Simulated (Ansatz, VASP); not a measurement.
**KBr in VASP and in Ansatz**

```
CELL_PARAMETERS angstrom
0.00000 3.26889 3.26889
3.26889 0.00000 3.26889
3.26889 3.26889 0.00000
ATOMIC_POSITIONS crystal
K 0.00000 0.00000 0.00000
Br 0.50000 0.50000 0.50000
```

Alike in both runs: task single point; functional r2SCAN; k mesh 6 × 6 × 6; no spin polarisation.

```csv
,VASP,Ansatz
version,VASP 6.6.1,Ansatz 0.2.0
potentials or method,"VASP PAW PBE potentials, release 64 (K_sv, Br)","plane waves, PAW"
plane-wave cutoff (eV),520,500
occupations,"gaussian, width 0.01 eV",fixed
valence electrons in the cell,16,16
```

```csv
,VASP,Ansatz,Ansatz less VASP
gap on the k mesh at the Fermi level (eV),5.16,5.16,-0.002
pressure (GPa),0.6,0.6,0.00
```

VASP's potentials were made for PBE, not for r2SCAN.
